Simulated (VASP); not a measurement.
# Sn2Se (P6/mmm) in VASP: notebook

The runs below take Sn2Se through single point, relaxation of cell and atoms, with PBE.

Everything below comes from runs of VASP 6.6.1. Logs are shortened: lines on timing, memory, paths and dates and some standing lists are left out, and cuts for length are marked.

## (1) The cell of the first run

The structure is hexagonal, space group P6/mmm (No. 191). Conventional cell: a = 3.965 Å, b = 3.965 Å, c = 6.128 Å, α = 90.00°, β = 90.00°, γ = 120.00°. Within 2.6 Å of Sn (site symmetry 6mm) lie 1 Se at 1.98 Å and 1 Sn at 2.17 Å. Within 2.6 Å of Se (site symmetry 6/mmm) lie 2 Sn at 1.98 Å.

## (2) Single point, PBE

INCAR

```
PREC = Accurate ; ENCUT = 520
EDIFF = 1E-6 ; ISMEAR = 0
SIGMA = 0.1 ; LREAL = F
LASPH = T ; NELM = 100
ALGO = Normal ; ISIF = 2
LWAVE = F ; LCHARG = T
GGA = PE ; LELF = T
LVHAR = T ; NBANDS = 24
```

KPOINTS

```
Automatic mesh
0
Gamma
  6 6 4
```

POSCAR

```
Sn2Se
1.0
    3.9649888800      0.0000000000      0.0000000000
   -1.9824944400      3.4337811000      0.0000000000
    0.0000000000      0.0000000000      6.1280271400
Sn Se
2 1
Direct
    0.0000000000      0.0000000000      0.8227428400
    0.0000000000      0.0000000000      0.1772571600
    0.0000000000      0.0000000000      0.5000000000
```

Potentials or basis: VASP PAW PBE potentials, release 64 (Sn_d, Se).

Run with:

```console
> cat potpaw_PBE.64/Sn_d/POTCAR potpaw_PBE.64/Se/POTCAR > POTCAR
> mpirun -np 1 vasp_std > vasp.out
```

OUTCAR:

```text
PREC = Accurate
   ENCUT = 520
   EDIFF = 1E-6
   ISMEAR = 0
   LREAL = F
   LASPH = T
   NELM = 100
   ISIF = 2
   GGA = PE

 ion  position               nearest neighbor table
   1  0.000  0.000  0.823-   3 1.98   2 2.17
   2  0.000  0.000  0.177-   3 1.98   1 2.17
   3  0.000  0.000  0.500-   1 1.98   2 1.98

  LATTYP: Found a hexagonal cell.
 ALAT       =     3.9649888800
 C/A-ratio  =     1.5455345085

  Lattice vectors:

 A1 = (   3.9649888800,   0.0000000000,   0.0000000000)
 A2 = (  -1.9824944400,   3.4337811000,   0.0000000000)
 A3 = (   0.0000000000,   0.0000000000,   6.1280271400)

Analysis of symmetry for initial positions (statically):
=====================================================================
 Subroutine PRICEL returns:
 Original cell was already a primitive cell.

 Routine SETGRP: Setting up the symmetry group for a
 hexagonal supercell.

 Subroutine GETGRP returns: Found 24 space group operations
 (whereof 24 operations were pure point group operations)
 out of a pool of 24 trial point group operations.

The static configuration has the point symmetry D_6h.

Analysis of symmetry for dynamics (positions and initial velocities):
=====================================================================
 Subroutine PRICEL returns:
 Original cell was already a primitive cell.

 Routine SETGRP: Setting up the symmetry group for a
 hexagonal supercell.

 Subroutine GETGRP returns: Found 24 space group operations
 (whereof 24 operations were pure point group operations)
 out of a pool of 24 trial point group operations.

The dynamic configuration has the point symmetry D_6h.

 Subroutine INISYM returns: Found 24 space group operations
 (whereof 24 operations are pure point group operations),
 and found     1 'primitive' translations

----------------------------------------------------------------------------------------

                                     Primitive cell

  volume of cell :      83.4325

  direct lattice vectors                    reciprocal lattice vectors
     3.964988880  0.000000000  0.000000000     0.252207517  0.145612078  0.000000000
    -1.982494440  3.433781100  0.000000000     0.000000000  0.291224155  0.000000000
     0.000000000  0.000000000  6.128027140     0.000000000  0.000000000  0.163184656

  length of vectors
     3.964988880  3.964988884  6.128027140     0.291224155  0.291224155  0.163184656

  position of ions in fractional coordinates (direct lattice)
     0.000000000  0.000000000  0.822742840
     0.000000000  0.000000000  0.177257160
     0.000000000  0.000000000  0.500000000

  ion indices of the primitive-cell ions
   primitive index   ion index
                 1           1
                 2           2
                 3           3

----------------------------------------------------------------------------------------

 KPOINTS: Automatic mesh

Automatic generation of k-mesh.
 Grid dimensions read from file:
 generate k-points for:    6    6    4

 Generating k-lattice:

  Cartesian coordinates                     Fractional coordinates (reciprocal lattice)
     0.042034586  0.024268680  0.000000000     0.166666667  0.000000000  0.000000000
     0.000000000  0.048537359  0.000000000     0.000000000  0.166666667  0.000000000
     0.000000000  0.000000000  0.040796164     0.000000000  0.000000000  0.250000000

  Length of vectors
     0.048537359  0.048537359  0.040796164

  Shift w.r.t. Gamma in fractional coordinates (k-lattice)
     0.000000000  0.000000000  0.000000000

 Subroutine IBZKPT returns following result:
 ===========================================

 Found     21 irreducible k-points:

 Following reciprocal coordinates:
            Coordinates               Weight
  0.000000  0.000000  0.000000      1.000000
  0.166667  0.000000  0.000000      6.000000
  0.333333  0.000000  0.000000      6.000000
  0.500000  0.000000  0.000000      3.000000
  0.166667  0.166667  0.000000      6.000000
  0.333333  0.166667  0.000000     12.000000
[... 13 lines left out ...]
  0.333333  0.166667  0.500000     12.000000
  0.333333  0.333333  0.500000      2.000000
   k-points           NKPTS =     21   k-points in BZ     NKDIM =     21   number of bands    NBANDS=     24
   number of dos      NEDOS =    301   number of ions     NIONS =      3
   total plane-waves  NPLWV =  43200
   dimension x,y,z NGX =    30 NGY =   30 NGZ =   48
   dimension x,y,z NGXF=    60 NGYF=   60 NGZF=   96
   ions per type =               2   1
   NGX,Y,Z   is equivalent  to a cutoff of  12.58, 12.58, 13.02 a.u.
   NGXF,Y,Z  is equivalent  to a cutoff of  25.16, 25.16, 26.04 a.u.
 SYSTEM =  unknown system
   PREC   = accura    normal or accurate (medium, high low for compatibility)
   ISTART =      0    job   : 0-new  1-cont  2-samecut
   ICHARG =      2    charge: 1-file 2-atom 10-const
   ISPIN  =      1    spin polarized calculation?
   LNONCOLLINEAR =      F non collinear calculations
   LSORBIT =      F    spin-orbit coupling
   LASPH  =      T    aspherical Exc in radial PAW
   ENCUT  =  520.0 eV  38.22 Ry    6.18 a.u.   7.37  7.37 11.39*2*pi/ulx,y,z
   NELM   =    100;   NELMIN=  2; NELMDL= -5     # of ELM steps
   EDIFF  = 0.1E-05   stopping-criterion for ELM
   LREAL  =      F    real-space projection
   EDIFFG = 0.1E-04   stopping-criterion for IOM
   NSW    =      0    number of steps for IOM
   IBRION =     -1    ionic relax: 0-MD 1-quasi-New 2-CG
   NFREE  =      0    steps in history (QN), initial steepest desc. (CG)
   ISIF   =      2    stress and relaxation
   ISYM   =      2    0-nonsym 1-usesym 2-fastsym
   POTIM  = 0.5000    time-step for ionic-motion
   TEBEG  =    0.0;   TEEND  =   0.0 temperature during run
   PSTRESS=    0.0 pullay stress
   NELECT =      34.0000    total number of electrons
   NUPDOWN=      -1.0000    fix difference up-down
   EMIN   =  10.00;   EMAX   =-10.00  energy-range for DOS
   EFERMI =   0.00;   METHOD = LEGACY
   ISMEAR =     0;   SIGMA  =   0.10  broadening in eV -4-tet -1-fermi 0-gaus
   EFERMI_NEDOS =   21; number of points for ismear=-14 and -15
   IALGO  =     38    algorithm
   IMIX   =      4    mixing-type and parameters
     AMIX     =   0.40;   BMIX     =  1.00
     AMIX_MAG =   1.60;   BMIX_MAG =  1.00
  volume/ion in A,a.u.               =      27.81       187.68
  Fermi-wavevector in a.u.,A,eV,Ry     =   1.213732  2.293620 20.043352  1.473145
  Thomas-Fermi vector in A             =   2.349174
   LORBIT       =      0    0 simple, 1 ext, 2 COOP (PROOUT), +10 PAW based schemes
   GGA     = PE    functional components
   LHFCALC =     F    Hartree Fock is set to
   AEXX    =    0.0000 exact exchange contribution
   IVDW    =     0    specifies the selected vdW correction
   LEPSILON=     F    determine dielectric tensor
   LRPA    =     F    only Hartree local field effects (RPA)
 non-spin polarized calculation
 Gauss-broadening in eV      SIGMA  =   0.10
  energy-cutoff  :      520.00
  volume of cell :       83.43
 maximum number of plane-waves:      2285
 NGX is ok and might be reduce to    30
   NGX = 15   NGY = 15   NGZ = 23

 number of electron      34.0000006 magnetization

 Free energy of the ion-electron system (eV)
  ---------------------------------------------------
  ext. energy  EPLUGINS =         0.00000000
  ---------------------------------------------------
  free energy    TOTEN  =        -0.09582731 eV

  energy without entropy =       -0.08259876  energy(sigma->0) =       -0.08921304

 E-fermi :   6.4796     XC(G=0):  -9.4046

 val. band max:        6.4640431680   @ k =   0.3333   0.3333   0.0000
 cond. band min:       6.5328552109   @ k =   0.1667   0.1667   0.2500
 fundamental gap:      0.0688120429
 Fermi energy:         6.4796116999

 k-point     1 :       0.0000    0.0000    0.0000
  band No.  band energies     occupation
      1     -18.3799      2.00000
      2     -16.8971      2.00000
      3     -16.8971      2.00000
      4     -16.2468      2.00000
      5     -16.0604      2.00000
      6     -16.0604      2.00000
[... 16 lines left out ...]
     23      12.8003      0.00000
     24      12.8044      0.00000

 k-point     2 :       0.1667    0.0000    0.0000
  band No.  band energies     occupation
      1     -18.3783      2.00000
      2     -16.9014      2.00000
      3     -16.8982      2.00000
      4     -16.2440      2.00000
      5     -16.0608      2.00000
      6     -16.0531      2.00000
[... 16 lines left out ...]
     23      11.7517      0.00000
     24      13.6814      0.00000

 k-point     3 :       0.3333    0.0000    0.0000
  band No.  band energies     occupation
      1     -18.3750      2.00000
      2     -16.9101      2.00000
      3     -16.9004      2.00000
      4     -16.2384      2.00000
      5     -16.0618      2.00000
      6     -16.0383      2.00000
[... 16 lines left out ...]
     23      12.7852      0.00000
     24      13.8876      0.00000

 k-point     4 :       0.5000    0.0000    0.0000
  band No.  band energies     occupation
      1     -18.3734      2.00000
      2     -16.9144      2.00000
      3     -16.9015      2.00000
      4     -16.2356      2.00000
      5     -16.0623      2.00000
      6     -16.0309      2.00000
[... 16 lines left out ...]
     23      12.7066      0.00000
     24      14.3399      0.00000

 k-point     5 :       0.1667    0.1667    0.0000
  band No.  band energies     occupation
      1     -18.3759      2.00000
      2     -16.9071      2.00000
      3     -16.9006      2.00000
      4     -16.2397      2.00000
      5     -16.0595      2.00000
      6     -16.0440      2.00000
[... 370 lines left out ...]
 k-point    19 :       0.1667    0.1667    0.5000
  band No.  band energies     occupation
      1     -18.2199      2.00000
      2     -16.8748      2.00000
      3     -16.8691      2.00000
      4     -16.5049      2.00000
      5     -16.0590      2.00000
      6     -16.0436      2.00000
[... 16 lines left out ...]
     23      12.9782      0.00000
     24      13.0470      0.00000

 k-point    20 :       0.3333    0.1667    0.5000
  band No.  band energies     occupation
      1     -18.2185      2.00000
      2     -16.8794      2.00000
      3     -16.8718      2.00000
      4     -16.4991      2.00000
      5     -16.0564      2.00000
      6     -16.0359      2.00000
[... 16 lines left out ...]
     23      12.4174      0.00000
     24      14.4128      0.00000

 k-point    21 :       0.3333    0.3333    0.5000
  band No.  band energies     occupation
      1     -18.2180      2.00000
      2     -16.8768      2.00000
      3     -16.8768      2.00000
      4     -16.4971      2.00000
      5     -16.0444      2.00000
      6     -16.0444      2.00000
[... 16 lines left out ...]
     23      13.8702      0.00000
     24      13.8702      0.00000

------------------------ aborting loop because EDIFF is reached ----------------------------------------

  FORCE on cell =-STRESS in cart. coord.  units (eV):
  Direction    XX          YY          ZZ          XY          YZ          ZX
  --------------------------------------------------------------------------------------
  -------------------------------------------------------------------------------------
  Total       -1.4469213     -1.4469213     92.5795747      0.0000000     -0.0000000     -0.0000000
  in kB      -27.7856298    -27.7856299   1777.8311203      0.0000000     -0.0000000     -0.0000000
  external PRESSURE =     574.0866202 kB  Pullay stress =       0.0000000 kB

 VOLUME and BASIS-vectors are now :
 -----------------------------------------------------------------------------
  energy-cutoff  :      520.00
  volume of cell :       83.43
      direct lattice vectors                 reciprocal lattice vectors
     3.964988880  0.000000000  0.000000000     0.252207517  0.145612078  0.000000000
    -1.982494440  3.433781100  0.000000000     0.000000000  0.291224155  0.000000000
     0.000000000  0.000000000  6.128027140     0.000000000  0.000000000  0.163184656

 POSITION                                       TOTAL-FORCE (eV/Angst)
 -----------------------------------------------------------------------------------
      0.00000      0.00000      5.04179         0.000000     -0.000000      5.064615
      0.00000      0.00000      1.08624        -0.000000      0.000000     -5.064615
      0.00000      0.00000      3.06401         0.000000      0.000000     -0.000000
 -----------------------------------------------------------------------------------
    total drift:                                0.000000      0.000000      0.000000

  FREE ENERGIE OF THE ION-ELECTRON SYSTEM (eV)
  ---------------------------------------------------
  free  energy   TOTEN  =        -0.0958273114 eV

  energy  without entropy=       -0.0825987639  energy(sigma->0) =       -0.08921304
```

Wall time 72 s (1 thread of Intel Xeon 8259CL, shared host); peak memory 0.21 GiB.

Results:

| Property | Result |
| --- | --- |
| Free energy | -0.0958 eV |
| Pressure | 57.4 GPa |
| Largest force | 5.065 eV/Å |
| Band gap on the k mesh | zero (band 17 reaches 8.91 eV, above the bottom of band 18 at 5.24 eV) |

Forces in eV/Å, atoms in the order of the input:
```
Sn   0.000  0.000  5.065
Sn   0.000  0.000 -5.065
Se   0.000  0.000  0.000
```

Stress tensor (GPa, compression positive):
```
 -2.78   0.00   0.00
  0.00  -2.78   0.00
  0.00   0.00 177.78
```

Caveat: spin-orbit coupling is left out, which moves the levels of the heavy elements; forces of over 1 eV/Å act on the atoms, so gaps and moduli don't describe the material at rest.

## (3) Relaxation of cell and atoms, PBE

INCAR

```
ALGO = Normal
EDIFF = 1E-6
EDIFFG = -0.04
ENCUT = 600
GGA = PE
IBRION = 2
ISIF = 3
ISMEAR = 0
LASPH = True
LCHARG = False
LREAL = False
LWAVE = False
NELM = 80
NSW = 90
PREC = Accurate
SIGMA = 0.1
```

KPOINTS

```
k-points
0
Gamma
  6 6 4
```

POSCAR is that of step 2.

Potentials or basis: VASP PAW PBE potentials, release 64 (Sn_d, Se).

Run with:

```console
> cat potpaw_PBE.64/Sn_d/POTCAR potpaw_PBE.64/Se/POTCAR > POTCAR
> mpirun -np 1 vasp_std > vasp.out
```

OUTCAR:

```text
EDIFF = 1E-6
   EDIFFG = -0.04
   ENCUT = 600
   GGA = PE
   IBRION = 2
   ISIF = 3
   ISMEAR = 0
   LASPH = True
   LREAL = False
   NELM = 80
   NSW = 90
   PREC = Accurate

 ion  position               nearest neighbor table
   1  0.000  0.000  0.823-   3 1.98   2 2.17
   2  0.000  0.000  0.177-   3 1.98   1 2.17
   3  0.000  0.000  0.500-   1 1.98   2 1.98

  LATTYP: Found a hexagonal cell.
 ALAT       =     3.9649888800
 C/A-ratio  =     1.5455345085

  Lattice vectors:

 A1 = (   3.9649888800,   0.0000000000,   0.0000000000)
 A2 = (  -1.9824944400,   3.4337811000,   0.0000000000)
 A3 = (   0.0000000000,   0.0000000000,   6.1280271400)

Analysis of symmetry for initial positions (statically):
=====================================================================
 Subroutine PRICEL returns:
 Original cell was already a primitive cell.

 Routine SETGRP: Setting up the symmetry group for a
 hexagonal supercell.

 Subroutine GETGRP returns: Found 24 space group operations
 (whereof 24 operations were pure point group operations)
 out of a pool of 24 trial point group operations.

The static configuration has the point symmetry D_6h.

Analysis of symmetry for dynamics (positions and initial velocities):
[... 150 lines left out ...]

 number of electron      34.0000012 magnetization

 Free energy of the ion-electron system (eV)
  ---------------------------------------------------
  ext. energy  EPLUGINS =         0.00000000
  ---------------------------------------------------
  free energy    TOTEN  =        -0.09654035 eV

  energy without entropy =       -0.08331078  energy(sigma->0) =       -0.08992557

------------------------ aborting loop because EDIFF is reached ----------------------------------------

  FORCE on cell =-STRESS in cart. coord.  units (eV):
  Direction    XX          YY          ZZ          XY          YZ          ZX
  --------------------------------------------------------------------------------------
  -------------------------------------------------------------------------------------
  Total       -1.4315662     -1.4315662     92.5980049      0.0000000      0.0000000      0.0000000
  in kB      -27.4907610    -27.4907611   1778.1850406      0.0000000      0.0000000      0.0000000
  external PRESSURE =     574.4011728 kB  Pullay stress =       0.0000000 kB
[... 1628 lines left out ...]
     20       6.0113      2.00000
     21      11.4301      0.00000

[... ionic steps 4 to 32 ...]

--------------------------------------- Ionic step       33  -------------------------------------------

 number of electron      33.9999974 magnetization

------------------------ aborting loop because EDIFF is reached ----------------------------------------
[... 69 lines left out ...]
--------------------------------------- Ionic step       35  -------------------------------------------

 number of electron      33.9999960 magnetization

 Free energy of the ion-electron system (eV)
  ---------------------------------------------------
  ext. energy  EPLUGINS =         0.00000000
  ---------------------------------------------------
  free energy    TOTEN  =       -10.99164822 eV

  energy without entropy =      -10.98422913  energy(sigma->0) =      -10.98793868

 E-fermi :   6.4013     XC(G=0):  -9.9621

 val. band max:        6.2793392493   @ k =   0.1667   0.1667   0.5000
 cond. band min:       6.4520410527   @ k =   0.1667   0.1667   0.2500
 fundamental gap:      0.1727018033
 Fermi energy:         6.4013224706
[... 532 lines left out ...]
  FREE ENERGIE OF THE ION-ELECTRON SYSTEM (eV)
  ---------------------------------------------------
  free  energy   TOTEN  =       -10.9916482197 eV

  energy  without entropy=      -10.9842291328  energy(sigma->0) =      -10.98793868

 reached required accuracy - stopping structural energy minimisation
```

Run time: 22 min. Hardware: 1 thread of Intel Xeon 8259CL, shared host; peak memory 0.26 GiB.

What came out:

```yaml
Free_energy: -10.9916 eV
Relaxed_volume: 26.94 Å³/atom
Relaxed_cell: a = 3.235 Å, b = 3.235 Å, c = 8.921 Å, α = 90.00°, β = 90.00°, γ = 120.00°
Space_group_after_relaxing_to_0.05_Å: P6/mmm (No. 191)
Energy_gained_by_relaxing: 3631.7 meV/atom
Ionic_steps: 35
Pressure_after_relaxing: 0.0 GPa
Largest_force_after_relaxing: 0.020 eV/Å
Band_gap_on_the_k_mesh: zero (band 17 reaches 8.12 eV, above the bottom of band 18 at 4.22 eV)
```

Forces on the atoms (eV/Å):
```
Sn   0.000  0.000  0.020
Sn   0.000  0.000 -0.020
Se   0.000  0.000  0.000
```

Step by step:
```tsv
step	energy change (eV)	largest force (eV/Å)	pressure (GPa)	volume (Å³)
1	0.0000	5.0659	57.44	83.43
2	1.5689	0.4887	-24.65	198.22
3	-8.1572	0.8350	-6.56	137.24
4	-8.2676	1.0901	-6.34	134.43
5	-8.8256	3.4121	-2.60	115.10
6	-7.9201	7.9773	9.67	99.37
7	-8.7973	3.6547	-2.17	114.29
8	-8.8002	3.7803	-1.93	113.68
9	-9.7620	1.3852	-5.10	108.64
10	-10.1623	0.6629	-5.74	104.55
11	-10.5963	0.1833	-2.90	96.09
12	-10.6391	0.4494	-1.04	93.17
13	-10.7046	0.1751	0.00	88.97
14	-10.7089	0.2049	-0.30	89.73
15	-10.7091	0.2129	-0.34	89.89
16	-10.7179	0.2687	-0.05	88.77
17	-10.7371	0.4697	1.02	85.47
18	-10.7283	0.9364	3.90	79.07
19	-10.7401	0.6817	2.14	82.73
20	-10.7414	0.6839	2.13	82.65
21	-10.7453	0.6984	2.16	82.40
22	-10.7533	0.7203	2.26	81.90
23	-10.7691	0.7501	2.51	80.90
24	-10.7955	0.7532	3.14	78.94
25	-10.7841	0.4955	5.17	75.07
26	-10.8024	0.7286	3.82	77.47
27	-10.8372	0.5255	3.25	77.58
28	-10.8724	0.1290	2.25	77.80
29	-10.8752	0.0002	1.98	77.87
30	-10.8847	0.0290	1.44	78.62
31	-10.8939	0.0659	0.45	80.18
32	-10.8941	0.0702	0.29	80.47
33	-10.8941	0.0707	0.26	80.52
34	-10.8945	0.0569	0.21	80.60
35	-10.8951	0.0196	0.02	80.83
```

Final structure:
```
CELL_PARAMETERS angstrom
3.23455 0.00000 0.00000
-1.61728 2.80121 0.00000
0.00000 0.00000 8.92093
ATOMIC_POSITIONS crystal
Sn 0.00000 0.00000 0.81452
Sn 0.00000 0.00000 0.18548
Se 0.00000 0.00000 0.50000
```

Levels at points of the mesh, in eV from the Fermi level:
```
           k point  band 13  band 14  band 15  band 16  band 17  band 18  band 19  band 20  band 21
(0.00, 0.00, 0.00)    -9.65    -3.72    -2.60     1.71     1.71     4.18     7.92     8.18     8.45
(0.50, 0.00, 0.00)    -5.90    -5.07    -3.28    -3.19    -1.19     0.10     0.73     4.23     4.72
(0.00, 0.00, 0.50)    -8.80    -5.35     0.75     1.03     1.72     1.72     7.61     7.61     8.18
(0.50, 0.00, 0.50)    -4.93    -4.64    -4.01    -2.88    -2.46     0.11     3.32     3.64     4.31
```

Caveat: spin-orbit coupling is left out, which moves the levels of the heavy elements.

[end of part 1 of 2]
